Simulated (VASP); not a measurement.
# InSe (P-6m2) in VASP: further runs

InSe is run at these levels: PBE+D3(BJ), r2SCAN+rVV10, PBE; tasks: single point.

All numbers are computed with VASP 6.6.1; they aren't measurements. Logs are shortened: lines on timing, memory, paths and dates and some standing lists are left out, and cuts for length are marked.

**1. The cell of the first run**

It takes space group P-6m2 (No. 187, hexagonal). The conventional cell has a = 4.038 Å, b = 4.038 Å, c = 16.612 Å, α = 90.00°, β = 90.00°, γ = 120.00°. Within 3.5 Å of In (site symmetry 3m) lie 3 Se at 2.66 Å and 1 In at 2.79 Å. Within 3.5 Å of In (site symmetry 3m) lie 3 Se at 2.66 Å and 1 In at 2.79 Å. Se (site symmetry 3m) has 3 In at 2.66 Å within 3.5 Å. Within 3.5 Å of Se (site symmetry 3m) lie 3 In at 2.66 Å.

**2. Single point, PBE+D3(BJ)**

The input, INCAR:

```
PREC = Accurate
ENCUT = 520
EDIFF = 1E-6
ISMEAR = -1
SIGMA = 0.02
LREAL = F
LASPH = T
NELM = 80
ALGO = Normal
ISIF = 2
LWAVE = F
LCHARG = F
GGA = PE
IVDW = 12
NBANDS = 48
```

The input, KPOINTS:

```
Automatic mesh
0
Gamma
  6 6 2
```

The input, POSCAR:

```
InSe
1.0
    4.0376761176      0.0000000000      0.0000000000
   -2.0188380588      3.4967300900      0.0000000000
    0.0000000000      0.0000000000     16.6124454066
In Se
4 4
Direct
    0.0000000000      0.0000000000      0.5840745866
    0.0000000000      0.0000000000      0.4159254134
    0.3333333333      0.6666666667      0.9159310197
    0.3333333333      0.6666666667      0.0840689803
    0.6666666667      0.3333333333      0.8386537806
    0.6666666667      0.3333333333      0.1613462194
    0.3333333333      0.6666666667      0.6612658732
    0.3333333333      0.6666666667      0.3387341268
```

Potentials or basis: VASP PAW PBE potentials, release 64 (In_d, Se).

On the command line:

```console
$ cat potpaw_PBE.64/In_d/POTCAR potpaw_PBE.64/Se/POTCAR > POTCAR
$ mpirun -np 1 vasp_std > vasp.out
```

OUTCAR:

```text
PREC = Accurate
   ENCUT = 520
   EDIFF = 1E-6
   ISMEAR = -1
   LREAL = F
   LASPH = T
   NELM = 80
   ISIF = 2
   GGA = PE
   IVDW = 12
 IVDW          = 12

 ion  position               nearest neighbor table
   1  0.000  0.000  0.584-   7 2.66   7 2.66   7 2.66   2 2.79
   2  0.000  0.000  0.416-   8 2.66   8 2.66   8 2.66   1 2.79
   3  0.333  0.667  0.916-   5 2.66   5 2.66   5 2.66   4 2.79
   4  0.333  0.667  0.084-   6 2.66   6 2.66   6 2.66   3 2.79
   5  0.667  0.333  0.839-   3 2.66   3 2.66   3 2.66
   6  0.667  0.333  0.161-   4 2.66   4 2.66   4 2.66
   7  0.333  0.667  0.661-   1 2.66   1 2.66   1 2.66
   8  0.333  0.667  0.339-   2 2.66   2 2.66   2 2.66

  LATTYP: Found a hexagonal cell.
 ALAT       =     4.0376761176
 C/A-ratio  =     4.1143580918

  Lattice vectors:

 A1 = (   4.0376761176,   0.0000000000,   0.0000000000)
 A2 = (  -2.0188380588,   3.4967300900,   0.0000000000)
 A3 = (   0.0000000000,   0.0000000000,  16.6124454066)

Analysis of symmetry for initial positions (statically):
=====================================================================
 Subroutine PRICEL returns:
 Original cell was already a primitive cell.

 Routine SETGRP: Setting up the symmetry group for a
 hexagonal supercell.

 Subroutine GETGRP returns: Found 12 space group operations
 (whereof 12 operations were pure point group operations)
 out of a pool of 24 trial point group operations.

The static configuration has the point symmetry D_3h.

Analysis of symmetry for dynamics (positions and initial velocities):
=====================================================================
 Subroutine PRICEL returns:
 Original cell was already a primitive cell.

 Routine SETGRP: Setting up the symmetry group for a
 hexagonal supercell.

 Subroutine GETGRP returns: Found 12 space group operations
 (whereof 12 operations were pure point group operations)
 out of a pool of 24 trial point group operations.

The dynamic configuration has the point symmetry D_3h.

 Subroutine INISYM returns: Found 12 space group operations
 (whereof 12 operations are pure point group operations),
 and found     1 'primitive' translations

----------------------------------------------------------------------------------------

                                     Primitive cell

  volume of cell :     234.5455

  direct lattice vectors                    reciprocal lattice vectors
     4.037676118  0.000000000  0.000000000     0.247667215  0.142990733  0.000000000
    -2.018838059  3.496730090  0.000000000     0.000000000  0.285981467  0.000000000
     0.000000000  0.000000000 16.612445407     0.000000000  0.000000000  0.060195834

  length of vectors
     4.037676118  4.037676118 16.612445407     0.285981467  0.285981467  0.060195834

  position of ions in fractional coordinates (direct lattice)
     0.000000000  0.000000000  0.584074587
     0.000000000  0.000000000  0.415925413
     0.333333333  0.666666667  0.915931020
     0.333333333  0.666666667  0.084068980
     0.666666667  0.333333333  0.838653781
     0.666666667  0.333333333  0.161346219
     0.333333333  0.666666667  0.661265873
     0.333333333  0.666666667  0.338734127

  ion indices of the primitive-cell ions
   primitive index   ion index
                 1           1
                 2           2
                 3           3
                 4           4
                 5           5
                 6           6
                 7           7
                 8           8

----------------------------------------------------------------------------------------

 KPOINTS: Automatic mesh

Automatic generation of k-mesh.
 Grid dimensions read from file:
 generate k-points for:    6    6    2

 Generating k-lattice:

  Cartesian coordinates                     Fractional coordinates (reciprocal lattice)
     0.041277869  0.023831789  0.000000000     0.166666667  0.000000000  0.000000000
     0.000000000  0.047663578  0.000000000     0.000000000  0.166666667  0.000000000
     0.000000000  0.000000000  0.030097917     0.000000000  0.000000000  0.500000000

  Length of vectors
     0.047663578  0.047663578  0.030097917

  Shift w.r.t. Gamma in fractional coordinates (k-lattice)
     0.000000000  0.000000000  0.000000000

 Subroutine IBZKPT returns following result:
 ===========================================

 Found     14 irreducible k-points:

 Following reciprocal coordinates:
            Coordinates               Weight
  0.000000  0.000000  0.000000      1.000000
  0.166667  0.000000  0.000000      6.000000
  0.333333  0.000000  0.000000      6.000000
  0.500000  0.000000  0.000000      3.000000
  0.166667  0.166667  0.000000      6.000000
  0.333333  0.166667  0.000000     12.000000
  0.333333  0.333333  0.000000      2.000000
  0.000000  0.000000  0.500000      1.000000
  0.166667  0.000000  0.500000      6.000000
  0.333333  0.000000  0.500000      6.000000
  0.500000  0.000000  0.500000      3.000000
  0.166667  0.166667  0.500000      6.000000
  0.333333  0.166667  0.500000     12.000000
  0.333333  0.333333  0.500000      2.000000
   k-points           NKPTS =     14   k-points in BZ     NKDIM =     14   number of bands    NBANDS=     48
   number of dos      NEDOS =    301   number of ions     NIONS =      8
   total plane-waves  NPLWV = 113400
   dimension x,y,z NGX =    30 NGY =   30 NGZ =  126
   dimension x,y,z NGXF=    60 NGYF=   60 NGZF=  252
   ions per type =               4   4
   NGX,Y,Z   is equivalent  to a cutoff of  12.35, 12.35, 12.61 a.u.
   NGXF,Y,Z  is equivalent  to a cutoff of  24.70, 24.70, 25.22 a.u.
 SYSTEM =  unknown system
   PREC   = accura    normal or accurate (medium, high low for compatibility)
   ISTART =      0    job   : 0-new  1-cont  2-samecut
   ICHARG =      2    charge: 1-file 2-atom 10-const
   ISPIN  =      1    spin polarized calculation?
   LNONCOLLINEAR =      F non collinear calculations
   LSORBIT =      F    spin-orbit coupling
   LASPH  =      T    aspherical Exc in radial PAW
   ENCUT  =  520.0 eV  38.22 Ry    6.18 a.u.   7.51  7.51 30.89*2*pi/ulx,y,z
   NELM   =     80;   NELMIN=  2; NELMDL= -5     # of ELM steps
   EDIFF  = 0.1E-05   stopping-criterion for ELM
   LREAL  =      F    real-space projection
   EDIFFG = 0.1E-04   stopping-criterion for IOM
   NSW    =      0    number of steps for IOM
   IBRION =     -1    ionic relax: 0-MD 1-quasi-New 2-CG
   NFREE  =      0    steps in history (QN), initial steepest desc. (CG)
   ISIF   =      2    stress and relaxation
   ISYM   =      2    0-nonsym 1-usesym 2-fastsym
   POTIM  = 0.5000    time-step for ionic-motion
   TEBEG  =    0.0;   TEEND  =   0.0 temperature during run
   PSTRESS=    0.0 pullay stress
   NELECT =      76.0000    total number of electrons
   NUPDOWN=      -1.0000    fix difference up-down
   EMIN   =  10.00;   EMAX   =-10.00  energy-range for DOS
   EFERMI =   0.00;   METHOD = LEGACY
   ISMEAR =    -1;   SIGMA  =   0.02  broadening in eV -4-tet -1-fermi 0-gaus
   EFERMI_NEDOS =   21; number of points for ismear=-14 and -15
   IALGO  =     38    algorithm
   IMIX   =      4    mixing-type and parameters
     AMIX     =   0.40;   BMIX     =  1.00
     AMIX_MAG =   1.60;   BMIX_MAG =  1.00
  volume/ion in A,a.u.               =      29.32       197.85
  Fermi-wavevector in a.u.,A,eV,Ry     =   1.124442  2.124887 17.202789  1.264369
  Thomas-Fermi vector in A             =   2.261114
   LORBIT       =      0    0 simple, 1 ext, 2 COOP (PROOUT), +10 PAW based schemes
   GGA     = PE    functional components
   LHFCALC =     F    Hartree Fock is set to
   AEXX    =    0.0000 exact exchange contribution
   IVDW    =    12    specifies the selected vdW correction
   LEPSILON=     F    determine dielectric tensor
   LRPA    =     F    only Hartree local field effects (RPA)
 non-spin polarized calculation
  energy-cutoff  :      520.00
  volume of cell :      234.55
 maximum number of plane-waves:      6362
   NGX = 15   NGY = 15   NGZ = 61

 number of electron      76.0000005 magnetization

 Free energy of the ion-electron system (eV)
  ---------------------------------------------------
  ext. energy  EPLUGINS =         0.00000000
  ---------------------------------------------------
  free energy    TOTEN  =       -28.30152550 eV

  energy without entropy =      -28.30151633  energy(sigma->0) =      -28.30152092

 E-fermi :   4.2757     XC(G=0):  -8.9111

 val. band max:        4.1385900494   @ k =   0.0000   0.0000   0.0000
 cond. band min:       4.4128899759   @ k =   0.0000   0.0000   0.0000
 fundamental gap:      0.2742999265
 Fermi energy:         4.2757401953

 k-point     1 :       0.0000    0.0000    0.0000
  band No.  band energies     occupation
      1     -10.7191      2.00000
      2     -10.7105      2.00000
      3     -10.5330      2.00000
      4     -10.5330      2.00000
      5     -10.5241      2.00000
      6     -10.5241      2.00000
[... 40 lines left out ...]
     47       9.2277      0.00000
     48       9.5027      0.00000

 k-point     2 :       0.1667    0.0000    0.0000
  band No.  band energies     occupation
      1     -10.7210      2.00000
      2     -10.7127      2.00000
      3     -10.6121      2.00000
      4     -10.5989      2.00000
      5     -10.5445      2.00000
      6     -10.5301      2.00000
[... 40 lines left out ...]
     47       8.5953      0.00000
     48       8.8710      0.00000

 k-point     3 :       0.3333    0.0000    0.0000
  band No.  band energies     occupation
      1     -10.7852      2.00000
      2     -10.7726      2.00000
      3     -10.6770      2.00000
      4     -10.6622      2.00000
      5     -10.6610      2.00000
      6     -10.6526      2.00000
[... 550 lines left out ...]
     47       8.6589      0.00000
     48       8.6951      0.00000

 k-point    14 :       0.3333    0.3333    0.5000
  band No.  band energies     occupation
      1     -10.8276      2.00000
      2     -10.8203      2.00000
      3     -10.7330      2.00000
      4     -10.7262      2.00000
      5     -10.6603      2.00000
      6     -10.6515      2.00000
[... 40 lines left out ...]
     47       9.6484      0.00000
     48       9.7112      0.00000

------------------------ aborting loop because EDIFF is reached ----------------------------------------

 Edisp (eV)   -2.39532

 E8    (eV) :    -1.0985

  FORCE on cell =-STRESS in cart. coord.  units (eV):
  Direction    XX          YY          ZZ          XY          YZ          ZX
  --------------------------------------------------------------------------------------
  -------------------------------------------------------------------------------------
  Total       0.06497     0.06497     0.02706     0.00000     0.00000     0.00000
  in kB       0.44379     0.44379     0.18484     0.00000     0.00000     0.00000
  external pressure =        0.36 kB  Pullay stress =        0.00 kB

 VOLUME and BASIS-vectors are now :
 -----------------------------------------------------------------------------
  energy-cutoff  :      520.00
  volume of cell :      234.55
      direct lattice vectors                 reciprocal lattice vectors
     4.037676118  0.000000000  0.000000000     0.247667215  0.142990733  0.000000000
    -2.018838059  3.496730090  0.000000000     0.000000000  0.285981467  0.000000000
     0.000000000  0.000000000 16.612445407     0.000000000  0.000000000  0.060195834

 POSITION                                       TOTAL-FORCE (eV/Angst)
 -----------------------------------------------------------------------------------
      0.00000      0.00000      9.70291        -0.000000      0.000000     -0.012206
      0.00000      0.00000      6.90954        -0.000000      0.000000      0.012206
     -0.00000      2.33115     15.21585        -0.000000      0.000000      0.012017
     -0.00000      2.33115      1.39659         0.000000      0.000000     -0.012017
      2.01884      1.16558     13.93209         0.000000      0.000000     -0.013596
      2.01884      1.16558      2.68036         0.000000      0.000000      0.013596
     -0.00000      2.33115     10.98524         0.000000     -0.000000      0.012254
     -0.00000      2.33115      5.62720         0.000000     -0.000000     -0.012254
 -----------------------------------------------------------------------------------
    total drift:                               -0.000000      0.000000     -0.000000

  FREE ENERGIE OF THE ION-ELECTRON SYSTEM (eV)
  ---------------------------------------------------
  free  energy   TOTEN  =       -30.6968408660 eV

  energy  without entropy=      -30.6968316943  energy(sigma->0) =      -30.69683628
```

Wall time 93 s (1 thread of AMD EPYC 9R45 (Zen 5), shared host); peak memory 0.36 GiB.

Results:

* Free energy: -30.6968 eV
* Pressure: 0.0 GPa
* Largest force: 0.014 eV/Å
* Band gap on the k mesh: 0.27 eV
* Dispersion energy per atom: -0.299 eV

Forces in eV/Å, atoms in the order of the input:
```
In   0.000  0.000 -0.012
In   0.000  0.000  0.012
In   0.000  0.000  0.012
In   0.000  0.000 -0.012
Se   0.000  0.000 -0.014
Se   0.000  0.000  0.014
Se   0.000  0.000  0.012
Se   0.000  0.000 -0.012
```

Caveat: spin-orbit coupling is left out, which moves the levels of the heavy elements.

(Continued in part 2 of 2.)
